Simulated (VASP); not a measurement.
# MgO (P6_3/mmc) in VASP: notebook

The runs below take MgO through single point, relaxation of cell and atoms, with LDA.

All numbers are computed with VASP 6.6.1; they aren't measurements. Logs are shortened: lines on timing, memory, paths and dates and some standing lists are left out, and cuts for length are marked.

## 1. The cell of the first run

Symmetry: P6_3/mmc, No. 194, hexagonal system. Conventional cell: a = 3.451 Å, b = 3.451 Å, c = 4.138 Å, α = 90.00°, β = 90.00°, γ = 120.00°. Within 2.6 Å of Mg (site symmetry -6m2) lie 5 O at 1.99 to 2.07 Å. O (site symmetry -6m2) has 5 Mg at 1.99 to 2.07 Å within 2.6 Å.

## 2. Single point, LDA

Contents of INCAR:

```
PREC = Accurate
ENCUT = 520
EDIFF = 1E-6
ISMEAR = 0
SIGMA = 0.02
LREAL = False
LASPH = True
NELM = 100
ALGO = Normal
ISIF = 2
LWAVE = False
LCHARG = False
GGA = CA
NBANDS = 16
```

Contents of KPOINTS:

```
regular mesh
0
Gamma
  6 6 6
```

Contents of POSCAR:

```
MgO
1.0
    3.4510613202      0.0000000000      0.0000000000
   -1.7255306601      2.9887067733      0.0000000000
    0.0000000000      0.0000000000      4.1376971202
Mg O
2 2
Direct
    0.6666666667      0.3333333333      0.7500000000
    0.3333333333      0.6666666667      0.2500000000
    0.6666666667      0.3333333333      0.2500000000
    0.3333333333      0.6666666667      0.7500000000
```

Potentials or basis: VASP PAW LDA potentials, release 64 (Mg, O).

Run with:

```sh
cat potpaw_LDA.64/Mg/POTCAR potpaw_LDA.64/O/POTCAR > POTCAR
mpirun -np 1 vasp_std > vasp.out
```

OUTCAR:

```text
PREC = Accurate
   ENCUT = 520
   EDIFF = 1E-6
   ISMEAR = 0
   LREAL = False
   LASPH = True
   NELM = 100
   ISIF = 2
   GGA = CA

 ion  position               nearest neighbor table
   1  0.667  0.333  0.750-   4 1.99   4 1.99   4 1.99   3 2.07   3 2.07   2 2.87   2 2.87   2 2.87
                             2 2.87   2 2.87   2 2.87
   2  0.333  0.667  0.250-   3 1.99   3 1.99   3 1.99   4 2.07   4 2.07   1 2.87   1 2.87   1 2.87
                             1 2.87   1 2.87   1 2.87
   3  0.667  0.333  0.250-   2 1.99   2 1.99   2 1.99   1 2.07   1 2.07
   4  0.333  0.667  0.750-   1 1.99   1 1.99   1 1.99   2 2.07   2 2.07

  LATTYP: Found a hexagonal cell.
 ALAT       =     3.4510613202
 C/A-ratio  =     1.1989636626

  Lattice vectors:

 A1 = (   3.4510613202,   0.0000000000,   0.0000000000)
 A2 = (  -1.7255306601,   2.9887067733,   0.0000000000)
 A3 = (   0.0000000000,   0.0000000000,   4.1376971202)

Analysis of symmetry for initial positions (statically):
=====================================================================
 Subroutine PRICEL returns:
 Original cell was already a primitive cell.

 Routine SETGRP: Setting up the symmetry group for a
 hexagonal supercell.

 Subroutine GETGRP returns: Found 24 space group operations
 (whereof 12 operations were pure point group operations)
 out of a pool of 24 trial point group operations.

The static configuration has the point symmetry D_3d.
 The point group associated with its full space group is D_6h.

Analysis of symmetry for dynamics (positions and initial velocities):
=====================================================================
 Subroutine PRICEL returns:
 Original cell was already a primitive cell.

 Routine SETGRP: Setting up the symmetry group for a
 hexagonal supercell.

 Subroutine GETGRP returns: Found 24 space group operations
 (whereof 12 operations were pure point group operations)
 out of a pool of 24 trial point group operations.

The dynamic configuration has the point symmetry D_3d.
 The point group associated with its full space group is D_6h.

 Subroutine INISYM returns: Found 24 space group operations
 (whereof 12 operations are pure point group operations),
 and found     1 'primitive' translations

----------------------------------------------------------------------------------------

                                     Primitive cell

[... 95 lines left out ...]
   LREAL  =      F    real-space projection
   EDIFFG = 0.1E-04   stopping-criterion for IOM
   NSW    =      0    number of steps for IOM
   IBRION =     -1    ionic relax: 0-MD 1-quasi-New 2-CG
   NFREE  =      0    steps in history (QN), initial steepest desc. (CG)
   ISIF   =      2    stress and relaxation
   ISYM   =      2    0-nonsym 1-usesym 2-fastsym
   POTIM  = 0.5000    time-step for ionic-motion
   TEBEG  =    0.0;   TEEND  =   0.0 temperature during run
   PSTRESS=    0.0 pullay stress
   NELECT =      16.0000    total number of electrons
   NUPDOWN=      -1.0000    fix difference up-down
   EMIN   =  10.00;   EMAX   =-10.00  energy-range for DOS
   EFERMI =   0.00;   METHOD = LEGACY
   ISMEAR =     0;   SIGMA  =   0.02  broadening in eV -4-tet -1-fermi 0-gaus
   EFERMI_NEDOS =   21; number of points for ismear=-14 and -15
   IALGO  =     38    algorithm
   IMIX   =      4    mixing-type and parameters
     AMIX     =   0.40;   BMIX     =  1.00
     AMIX_MAG =   1.60;   BMIX_MAG =  1.00
  volume/ion in A,a.u.               =      10.67        72.00
  Fermi-wavevector in a.u.,A,eV,Ry     =   1.180456  2.230739 18.959408  1.393477
  Thomas-Fermi vector in A             =   2.316748
   LORBIT       =      0    0 simple, 1 ext, 2 COOP (PROOUT), +10 PAW based schemes
   GGA     = CA    functional components
   LHFCALC =     F    Hartree Fock is set to
   AEXX    =    0.0000 exact exchange contribution
   IVDW    =     0    specifies the selected vdW correction
   LEPSILON=     F    determine dielectric tensor
   LRPA    =     F    only Hartree local field effects (RPA)
 non-spin polarized calculation
 Gauss-broadening in eV      SIGMA  =   0.02
  energy-cutoff  :      520.00
  volume of cell :       42.68
 maximum number of plane-waves:      1170
 NGX is ok and might be reduce to    28
   NGX = 13   NGY = 13   NGZ = 15

 number of electron      16.0000006 magnetization

 Free energy of the ion-electron system (eV)
  ---------------------------------------------------
  ext. energy  EPLUGINS =         0.00000000
  ---------------------------------------------------
  free energy    TOTEN  =       -26.52629777 eV

  energy without entropy =      -26.52629777  energy(sigma->0) =      -26.52629777

 E-fermi :   2.0801     XC(G=0): -10.7379

 val. band max:        1.8855058018   @ k =   0.0000   0.0000   0.0000
 cond. band min:       5.3730661496   @ k =   0.0000   0.0000   0.0000
 fundamental gap:      3.4875603477
 Fermi energy:         2.0801237688

 k-point     1 :       0.0000    0.0000    0.0000
  band No.  band energies     occupation
      1     -14.9141      2.00000
      2     -13.3583      2.00000
      3      -1.9331      2.00000
      4       0.0645      2.00000
      5       0.0645      2.00000
      6       1.0319      2.00000
[... 433 lines left out ...]
      3      -1.8758      2.00000
      4      -1.8758      2.00000
      5       0.3308      2.00000
      6       0.3308      2.00000
[... 8 lines left out ...]
     15      16.8190      0.00000
     16      16.8190      0.00000

 [... further k-points ...]

------------------------ aborting loop because EDIFF is reached ----------------------------------------

  FORCE on cell =-STRESS in cart. coord.  units (eV):
  Direction    XX          YY          ZZ          XY          YZ          ZX
  --------------------------------------------------------------------------------------
  -------------------------------------------------------------------------------------
  Total       -0.4761903     -0.4761903     -0.4405172      0.0000000      0.0000000      0.0000000
  in kB      -17.8770744    -17.8770744    -16.5378400      0.0000000      0.0000000      0.0000000
  external PRESSURE =     -17.4306629 kB  Pullay stress =       0.0000000 kB

 VOLUME and BASIS-vectors are now :
 -----------------------------------------------------------------------------
  energy-cutoff  :      520.00
  volume of cell :       42.68
      direct lattice vectors                 reciprocal lattice vectors
     3.451061320  0.000000000  0.000000000     0.289765932  0.167296439  0.000000000
    -1.725530660  2.988706773  0.000000000     0.000000000  0.334592878  0.000000000
     0.000000000  0.000000000  4.137697120     0.000000000  0.000000000  0.241680329

 POSITION                                       TOTAL-FORCE (eV/Angst)
 -----------------------------------------------------------------------------------
      1.72553      0.99624      3.10327         0.000000      0.000000      0.000000
     -0.00000      1.99247      1.03442         0.000000      0.000000      0.000000
      1.72553      0.99624      1.03442        -0.000000     -0.000000      0.000000
     -0.00000      1.99247      3.10327         0.000000      0.000000      0.000000
 -----------------------------------------------------------------------------------
    total drift:                               -0.000000      0.000000     -0.000000

  FREE ENERGIE OF THE ION-ELECTRON SYSTEM (eV)
  ---------------------------------------------------
  free  energy   TOTEN  =       -26.5262977728 eV

  energy  without entropy=      -26.5262977728  energy(sigma->0) =      -26.52629777
```

OSZICAR:

```text
N       E                     dE             d eps       ncg     rms          rms(c)
DAV:   1     0.559048461875E+02    0.55905E+02   -0.76923E+03   896   0.906E+02
DAV:   2    -0.268053017113E+02   -0.82710E+02   -0.76103E+02  1272   0.194E+02
DAV:   3    -0.305801590538E+02   -0.37749E+01   -0.37638E+01   976   0.425E+01
DAV:   4    -0.305950955418E+02   -0.14936E-01   -0.14936E-01  1144   0.311E+00
DAV:   5    -0.305951668865E+02   -0.71345E-04   -0.71345E-04   976   0.201E-01    0.110E+01
DAV:   6    -0.267082938447E+02    0.38869E+01   -0.99716E+00   928   0.246E+01    0.351E+00
DAV:   7    -0.265971801769E+02    0.11111E+00   -0.17232E-01   920   0.330E+00    0.205E+00
DAV:   8    -0.265291149342E+02    0.68065E-01   -0.11490E-01   976   0.324E+00    0.521E-01
DAV:   9    -0.265261761046E+02    0.29388E-02   -0.66718E-03  1000   0.696E-01    0.116E-01
DAV:  10    -0.265263029932E+02   -0.12689E-03   -0.12060E-04   960   0.938E-02    0.144E-02
DAV:  11    -0.265262989708E+02    0.40224E-05   -0.21538E-05  1120   0.359E-02    0.118E-02
DAV:  12    -0.265262978547E+02    0.11161E-05   -0.27925E-06   960   0.133E-02    0.239E-03
DAV:  13    -0.265262977728E+02    0.81909E-07   -0.13019E-07   472   0.323E-03
   1 F= -.26526298E+02 E0= -.26526298E+02  d E =-.393089E-45
```

stdout:

```text
POSCAR found type information on POSCAR MgO
 POSCAR found :  2 types and       4 ions
 scaLAPACK will be used
 LDA part: xc-table for (Slater(with rela. corr.)+CA(PZ))
 , standard interpolation
 POSCAR, INCAR and KPOINTS ok, starting setup
 FFT: planning ... GRIDC
 FFT: planning ... GRID_SOFT
 FFT: planning ... GRID
 WAVECAR not read
 entering main loop
```

Run time: 40 s. Hardware: 1 thread of Intel Xeon 8259CL, shared host; peak memory 0.15 GiB.

What came out:

```
Free energy            : -26.5263 eV
Pressure               : -1.7 GPa
Band gap on the k mesh : 3.49 eV
```

Stress tensor (GPa, compression positive):
```
-1.79  0.00  0.00
 0.00 -1.79  0.00
 0.00  0.00 -1.65
```

(Part 1 of 2 ends here.)
